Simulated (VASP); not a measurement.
Here is a VASP 6.6.1 calculation.

File INCAR:

```
SYSTEM = ZnSe
PREC = Accurate
ENCUT = 520
EDIFF = 1E-7
ISMEAR = -1
SIGMA = 0.1
LREAL = .False.
LASPH = .True.
NELM = 100
ALGO = Normal
ISIF = 2
LWAVE = .False.
LCHARG = .True.
LELF = .True.
LVHAR = .True.
NBANDS = 16
```

File KPOINTS:

```
Automatic mesh
0
Gamma
  13 13 13
  0 0 0
```

Contents of POSCAR:

```
ZnSe
1.0
    0.0000000000      2.4198534029      2.4198534029
    2.4198534029      0.0000000000      2.4198534029
    2.4198534029      2.4198534029      0.0000000000
Zn Se
1 1
Direct
    0.0000000000      0.0000000000      0.0000000000
    0.5000000000      0.5000000000      0.5000000000
```

Potentials or basis: VASP PAW LDA potentials, release 64 (Zn, Se).

Launch:

```sh
$ cat potpaw_LDA.64/Zn/POTCAR potpaw_LDA.64/Se/POTCAR > POTCAR
$ mpirun -np 1 vasp_std > vasp.out
```

Q: What does it give for the pressure?

A: 34.6 GPa.

Q: Estimate the band gap on the k mesh.

A: Zero (band 9 reaches 6.74 eV, above the bottom of band 10 at 5.39 eV).
